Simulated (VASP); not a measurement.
# Re in VASP: notebook

Re is run at these levels: LDA; tasks: single point.

Program: VASP 6.6.1. These are calculated values, not measurements. Logs are shortened: lines on timing, memory, paths and dates and some standing lists are left out, and cuts for length are marked.

**1. The cell of the first run**

The cell holds a slab with vacuum, 7 atoms: a = 2.765 Å, b = 2.765 Å, c = 30.421 Å, α = 90.00°, β = 90.00°, γ = 120.00°.

**2. Single point, LDA**

The input, INCAR:

```
ALGO = Normal ; DIPOL = 0.5 0.5 0.498
EDIFF = 1E-7 ; ENCUT = 520
GGA = CA ; IDIPOL = 3
ISIF = 2 ; ISMEAR = 0
LASPH = True ; LCHARG = False
LDIPOL = True ; LREAL = False
LWAVE = False ; NBANDS = 34
NELM = 100 ; PREC = Accurate
SIGMA = 0.1
```

The input, KPOINTS:

```
k-points
0
Gamma
  12 12 1
```

The input, POSCAR:

```
Re
1.0
    2.7653363771      0.0000000000      0.0000000000
   -1.3826681885      2.3948515525      0.0000000000
    0.0000000000      0.0000000000     30.4207300738
Re
7
Direct
    0.6666666667      0.3333333333      0.2794147274
    0.3333333333      0.6666666667      0.3529431516
    0.6666666667      0.3333333333      0.4264715758
    0.3333333333      0.6666666667      0.4987376352
    0.6666666667      0.3333333333      0.5702036019
    0.3333333333      0.6666666667      0.6444352681
    0.6666666667      0.3333333333      0.7124995318
```

Potentials or basis: VASP PAW LDA potentials, release 64 (Re).

On the command line:

```console
$ cat potpaw_LDA.64/Re/POTCAR > POTCAR
$ mpirun -np 1 vasp_std > vasp.out
```

OUTCAR:

```text
EDIFF = 1E-7
   ENCUT = 520
   GGA = CA
   ISIF = 2
   ISMEAR = 0
   LASPH = True
   LREAL = False
   NELM = 100
   PREC = Accurate

 ion  position               nearest neighbor table
   1  0.667  0.333  0.279-   2 2.75   2 2.75   2 2.75
   2  0.333  0.667  0.353-   1 2.75   3 2.75   1 2.75   3 2.75   1 2.75   3 2.75
   3  0.667  0.333  0.426-   4 2.72   4 2.72   4 2.72   2 2.75   2 2.75   2 2.75
   4  0.333  0.667  0.499-   5 2.70   5 2.70   5 2.70   3 2.72   3 2.72   3 2.72
   5  0.667  0.333  0.570-   4 2.70   4 2.70   4 2.70   6 2.77   6 2.77   6 2.77
   6  0.333  0.667  0.644-   7 2.61   7 2.61   7 2.61   5 2.77   5 2.77   5 2.77
   7  0.667  0.333  0.712-   6 2.61   6 2.61   6 2.61

  LATTYP: Found a hexagonal cell.
 ALAT       =     2.7653363771
 C/A-ratio  =    11.0007340610

  Lattice vectors:

 A1 = (   2.7653363771,   0.0000000000,   0.0000000000)
 A2 = (  -1.3826681885,   2.3948515525,   0.0000000000)
 A3 = (   0.0000000000,   0.0000000000,  30.4207300738)

Analysis of symmetry for initial positions (statically):
=====================================================================
 Subroutine PRICEL returns:
 Original cell was already a primitive cell.

 Routine SETGRP: Setting up the symmetry group for a
 hexagonal supercell.

 Subroutine GETGRP returns: Found  6 space group operations
 (whereof  6 operations were pure point group operations)
 out of a pool of 24 trial point group operations.

The static configuration has the point symmetry C_3v.

Analysis of symmetry for dynamics (positions and initial velocities):
=====================================================================
 Subroutine PRICEL returns:
 Original cell was already a primitive cell.

 Routine SETGRP: Setting up the symmetry group for a
 hexagonal supercell.

 Subroutine GETGRP returns: Found  6 space group operations
 (whereof  6 operations were pure point group operations)
 out of a pool of 24 trial point group operations.

The dynamic configuration has the point symmetry C_3v.

 Subroutine INISYM returns: Found  6 space group operations
 (whereof  6 operations are pure point group operations),
 and found     1 'primitive' translations

----------------------------------------------------------------------------------------

                                     Primitive cell

  volume of cell :     201.4634

  direct lattice vectors                    reciprocal lattice vectors
     2.765336377  0.000000000  0.000000000     0.361619660  0.208781208  0.000000000
    -1.382668189  2.394851553  0.000000000     0.000000000  0.417562416  0.000000000
     0.000000000  0.000000000 30.420730074     0.000000000  0.000000000  0.032872321

  length of vectors
     2.765336377  2.765336377 30.420730074     0.417562416  0.417562416  0.032872321

  position of ions in fractional coordinates (direct lattice)
     0.666666667  0.333333333  0.279414727
     0.333333333  0.666666667  0.352943152
     0.666666667  0.333333333  0.426471576
     0.333333333  0.666666667  0.498737635
     0.666666667  0.333333333  0.570203602
     0.333333333  0.666666667  0.644435268
     0.666666667  0.333333333  0.712499532

  ion indices of the primitive-cell ions
   primitive index   ion index
                 1           1
                 2           2
                 3           3
                 4           4
                 5           5
                 6           6
                 7           7

----------------------------------------------------------------------------------------

 KPOINTS: k-points

Automatic generation of k-mesh.
 Grid dimensions read from file:
 generate k-points for:   12   12    1

 Generating k-lattice:

  Cartesian coordinates                     Fractional coordinates (reciprocal lattice)
     0.030134972  0.017398434  0.000000000     0.083333333 -0.000000000  0.000000000
     0.000000000  0.034796868  0.000000000     0.000000000  0.083333333  0.000000000
     0.000000000  0.000000000  0.032872321     0.000000000  0.000000000  1.000000000

  Length of vectors
     0.034796868  0.034796868  0.032872321

  Shift w.r.t. Gamma in fractional coordinates (k-lattice)
     0.000000000  0.000000000  0.000000000

 Subroutine IBZKPT returns following result:
 ===========================================

 Found     19 irreducible k-points:

 Following reciprocal coordinates:
            Coordinates               Weight
  0.000000  0.000000  0.000000      1.000000
  0.083333 -0.000000  0.000000      6.000000
  0.166667 -0.000000  0.000000      6.000000
  0.250000 -0.000000  0.000000      6.000000
  0.333333 -0.000000  0.000000      6.000000
  0.416667 -0.000000  0.000000      6.000000
[... 11 lines left out ...]
  0.333333  0.250000  0.000000     12.000000
  0.333333  0.333333  0.000000      2.000000
   k-points           NKPTS =     19   k-points in BZ     NKDIM =     19   number of bands    NBANDS=     34
   number of dos      NEDOS =    301   number of ions     NIONS =      7
   total plane-waves  NPLWV = 138240
   dimension x,y,z NGX =    24 NGY =   24 NGZ =  240
   dimension x,y,z NGXF=    48 NGYF=   48 NGZF=  480
   ions per type =               7
   NGX,Y,Z   is equivalent  to a cutoff of  14.43, 14.43, 13.12 a.u.
   NGXF,Y,Z  is equivalent  to a cutoff of  28.86, 28.86, 26.23 a.u.
 SYSTEM =  unknown system
   PREC   = accura    normal or accurate (medium, high low for compatibility)
   ISTART =      0    job   : 0-new  1-cont  2-samecut
   ICHARG =      2    charge: 1-file 2-atom 10-const
   ISPIN  =      1    spin polarized calculation?
   LNONCOLLINEAR =      F non collinear calculations
   LSORBIT =      F    spin-orbit coupling
   LASPH  =      T    aspherical Exc in radial PAW
   ENCUT  =  520.0 eV  38.22 Ry    6.18 a.u.   5.14  5.14 56.56*2*pi/ulx,y,z
   NELM   =    100;   NELMIN=  2; NELMDL= -5     # of ELM steps
   EDIFF  = 0.1E-06   stopping-criterion for ELM
   LREAL  =      F    real-space projection
   EDIFFG = 0.1E-05   stopping-criterion for IOM
   NSW    =      0    number of steps for IOM
   IBRION =     -1    ionic relax: 0-MD 1-quasi-New 2-CG
   NFREE  =      0    steps in history (QN), initial steepest desc. (CG)
   ISIF   =      2    stress and relaxation
   ISYM   =      2    0-nonsym 1-usesym 2-fastsym
   POTIM  = 0.5000    time-step for ionic-motion
   TEBEG  =    0.0;   TEEND  =   0.0 temperature during run
   PSTRESS=    0.0 pullay stress
   NELECT =      49.0000    total number of electrons
   NUPDOWN=      -1.0000    fix difference up-down
   EMIN   =  10.00;   EMAX   =-10.00  energy-range for DOS
   EFERMI =   0.00;   METHOD = LEGACY
   ISMEAR =     0;   SIGMA  =   0.10  broadening in eV -4-tet -1-fermi 0-gaus
   EFERMI_NEDOS =   21; number of points for ismear=-14 and -15
   IALGO  =     38    algorithm
   IMIX   =      4    mixing-type and parameters
     AMIX     =   0.40;   BMIX     =  1.00
     AMIX_MAG =   1.60;   BMIX_MAG =  1.00
  volume/ion in A,a.u.               =      28.78       194.22
  Fermi-wavevector in a.u.,A,eV,Ry     =   1.021899  1.931110 14.208269  1.044278
  Thomas-Fermi vector in A             =   2.155549
   LORBIT       =      0    0 simple, 1 ext, 2 COOP (PROOUT), +10 PAW based schemes
   GGA     = CA    functional components
   LHFCALC =     F    Hartree Fock is set to
   AEXX    =    0.0000 exact exchange contribution
   IVDW    =     0    specifies the selected vdW correction
   LEPSILON=     F    determine dielectric tensor
   LRPA    =     F    only Hartree local field effects (RPA)
 non-spin polarized calculation
 Gauss-broadening in eV      SIGMA  =   0.10
  energy-cutoff  :      520.00
  volume of cell :      201.46
 maximum number of plane-waves:      5454
 NGX is ok and might be reduce to    24
   NGX = 11   NGY = 11   NGZ =113

 dipolmoment           0.000000      0.000000      0.018019 electrons x Angstroem

 number of electron      48.9999998 magnetization

 dipolmoment           0.000000      0.000000     -0.008295 electrons x Angstroem

 Free energy of the ion-electron system (eV)
  ---------------------------------------------------
  ext. energy  EPLUGINS =         0.00000000
  ---------------------------------------------------
  free energy    TOTEN  =       -93.60612433 eV

  energy without entropy =      -93.57962512  energy(sigma->0) =      -93.59287473

 E-fermi :   1.4963     XC(G=0):  -7.7627

 val. band max:        1.4717906107   @ k =   0.3333   0.3333   0.0000
 cond. band min:       1.5084786235   @ k =   0.1667   0.1667   0.0000
 fundamental gap:      0.0366880129
 Fermi energy:         1.4962919216

 k-point     1 :       0.0000    0.0000    0.0000
  band No.  band energies     occupation
      1      -8.1547      2.00000
      2      -7.5535      2.00000
      3      -6.7150      2.00000
      4      -5.7591      2.00000
      5      -5.2175      2.00000
      6      -5.1212      2.00000
[... 26 lines left out ...]
     33       2.4799      0.00000
     34       3.1984      0.00000

 k-point     2 :       0.0833   -0.0000    0.0000
  band No.  band energies     occupation
      1      -7.8747      2.00000
      2      -7.2824      2.00000
      3      -6.4496      2.00000
      4      -5.4878      2.00000
      5      -4.9372      2.00000
      6      -4.8476      2.00000
[... 26 lines left out ...]
     33       2.4485      0.00000
     34       3.1108      0.00000

 k-point     3 :       0.1667   -0.0000    0.0000
  band No.  band energies     occupation
      1      -7.0967      2.00000
      2      -6.5450      2.00000
      3      -5.7536      2.00000
      4      -4.8014      2.00000
      5      -4.2370      2.00000
      6      -4.1392      2.00000
[... 26 lines left out ...]
     33       2.5363      0.00000
     34       2.9974      0.00000

 k-point     4 :       0.2500   -0.0000    0.0000
  band No.  band energies     occupation
      1      -6.0349      2.00000
      2      -5.6145      2.00000
      3      -4.9957      2.00000
      4      -4.2150      2.00000
      5      -3.7358      2.00000
      6      -3.5664      2.00000
[... 26 lines left out ...]
     33       2.9173      0.00000
     34       3.2754      0.00000

 k-point     5 :       0.3333   -0.0000    0.0000
  band No.  band energies     occupation
      1      -5.1393      2.00000
      2      -5.0128      2.00000
      3      -4.6871      2.00000
      4      -4.2079      2.00000
      5      -3.9549      2.00000
      6      -3.7595      2.00000
[... 436 lines left out ...]
 k-point    17 :       0.2500    0.2500    0.0000
  band No.  band energies     occupation
      1      -3.7253      2.00000
      2      -3.6962      2.00000
      3      -3.6051      2.00000
      4      -3.5563      2.00000
      5      -3.4444      2.00000
      6      -3.3138      2.00000
[... 26 lines left out ...]
     33       5.3270      0.00000
     34       5.7132      0.00000

 k-point    18 :       0.3333    0.2500    0.0000
  band No.  band energies     occupation
      1      -3.7789      2.00000
      2      -3.7026      2.00000
      3      -3.5467      2.00000
      4      -3.2993      2.00000
      5      -3.0015      2.00000
      6      -2.9279      2.00000
[... 26 lines left out ...]
     33       5.1121      0.00000
     34       5.4445      0.00000

 k-point    19 :       0.3333    0.3333    0.0000
  band No.  band energies     occupation
      1      -3.7060      2.00000
      2      -3.2893      2.00000
      3      -3.0617      2.00000
      4      -3.0063      2.00000
      5      -2.8421      2.00000
      6      -2.7772      2.00000
[... 26 lines left out ...]
     33       4.7489      0.00000
     34       4.8795      0.00000

------------------------ aborting loop because EDIFF is reached ----------------------------------------

 vacuum level on the upper side and lower side of the slab       (xc-potential included)        -0.120         0.103

  FORCE on cell =-STRESS in cart. coord.  units (eV):
  Direction    XX          YY          ZZ          XY          YZ          ZX
  --------------------------------------------------------------------------------------
  -------------------------------------------------------------------------------------
  Total       -9.7172056     -9.7172056     -3.9966475     -0.0000000     -0.0000000      0.0000000
  in kB      -77.2779824    -77.2779824    -31.7841229     -0.0000000     -0.0000000      0.0000000
  external PRESSURE =     -62.1133626 kB  Pullay stress =       0.0000000 kB

 VOLUME and BASIS-vectors are now :
 -----------------------------------------------------------------------------
  energy-cutoff  :      520.00
  volume of cell :      201.46
      direct lattice vectors                 reciprocal lattice vectors
     2.765336377  0.000000000  0.000000000     0.361619660  0.208781208  0.000000000
    -1.382668189  2.394851553  0.000000000     0.000000000  0.417562416  0.000000000
     0.000000000  0.000000000 30.420730074     0.000000000  0.000000000  0.032872321

 POSITION                                       TOTAL-FORCE (eV/Angst)
 -----------------------------------------------------------------------------------
      1.38267      0.79828      8.50000        -0.000000      0.000000      1.567458
     -0.00000      1.59657     10.73679         0.000000     -0.000000     -1.309625
      1.38267      0.79828     12.97358        -0.000000     -0.000000     -0.278465
     -0.00000      1.59657     15.17196         0.000000      0.000000      0.012116
      1.38267      0.79828     17.34601        -0.000000      0.000000     -0.044744
     -0.00000      1.59657     19.60419        -0.000000      0.000000      0.060820
      1.38267      0.79828     21.67476         0.000000      0.000000     -0.007560
 -----------------------------------------------------------------------------------
    total drift:                               -0.000000      0.000000     -0.000198

  FREE ENERGIE OF THE ION-ELECTRON SYSTEM (eV)
  ---------------------------------------------------
  free  energy   TOTEN  =       -93.6061243320 eV

  energy  without entropy=      -93.5796251207  energy(sigma->0) =      -93.59287473

 vacuum level on the upper side and lower side of the slab         6.658         6.884
```

Wall time 30 min (1 thread of Oxide Virtual Turin-like, shared host); peak memory 0.3 GiB.

What came out:

```yaml
Free_energy: -93.6061 eV
Largest_force: 1.567 eV/Å
Band_gap_on_the_k_mesh: zero (an odd number of electrons rules out a gap without spin polarisation)
```

Forces in eV/Å, atoms in the order of the input:
```
Re   0.000  0.000  1.567
Re   0.000  0.000 -1.310
Re   0.000  0.000 -0.278
Re   0.000  0.000  0.012
Re   0.000  0.000 -0.045
Re   0.000  0.000  0.061
Re   0.000  0.000 -0.008
```

Caveat: spin-orbit coupling is left out, which moves the levels of the heavy elements.

**3. Single point, LDA**

The input, INCAR:

```
SYSTEM = Re
  PREC = Accurate
  ENCUT = 520
  EDIFF = 1E-6
  ISMEAR = 0
  SIGMA = 0.1
  LREAL = .FALSE.
  LASPH = .TRUE.
  NELM = 60
  ALGO = Normal
  ISIF = 2
  LWAVE = .FALSE.
  LCHARG = .FALSE.
  LDIPOL = .TRUE.
  IDIPOL = 3
  DIPOL = 0.5 0.5 0.498
  GGA = CA
  NBANDS = 34
```

The input, KPOINTS:

```
Automatic mesh
0
G
  21 21 1
  0 0 0
```

The input, POSCAR:

```
Re
1.0
    2.7653363800      0.0000000000      0.0000000000
   -1.3826681900      2.3948515500      0.0000000000
    0.0000000000      0.0000000000     30.4207300738
Re
7
Direct
    0.6666666663      0.3333333337      0.2794147274
    0.3333333337      0.6666666674      0.3529431516
    0.6666666663      0.3333333337      0.4264715758
    0.3333333337      0.6666666674      0.4987376352
    0.6666666663      0.3333333337      0.5702036019
    0.3333333337      0.6666666674      0.6444352681
    0.6666666663      0.3333333337      0.7124995318
```

Potentials or basis: VASP PAW LDA potentials, release 64 (Re).

On the command line:

```console
$ cat potpaw_LDA.64/Re/POTCAR > POTCAR
$ mpirun -np 1 vasp_std > vasp.out
```

Wall time 40 min (1 thread of Oxide Virtual Turin-like, shared host); peak memory 0.4 GiB.

The run converged. Its results:

* Free energy: -93.6043 eV
* Largest force: 1.617 eV/Å
* Band gap on the k mesh: zero (an odd number of electrons rules out a gap without spin polarisation)

Forces on the atoms (eV/Å):
```
Re   0.000  0.000  1.617
Re   0.000  0.000 -1.334
Re   0.000  0.000 -0.323
Re   0.000  0.000  0.005
Re   0.000  0.000 -0.004
Re   0.000  0.000  0.025
Re   0.000  0.000  0.014
```

Levels at points of the mesh, in eV from the Fermi level:
```csv
k point,band 22,band 23,band 24,band 25,band 26,band 27
"(0.00, 0.00, 0.00)",-1.34,-1.11,-1.11,-0.87,-0.87,-0.75
```

Caveat: spin-orbit coupling is left out, which moves the levels of the heavy elements.

The gap in the log of VASP goes by the Fermi energy; the results here count the filled bands.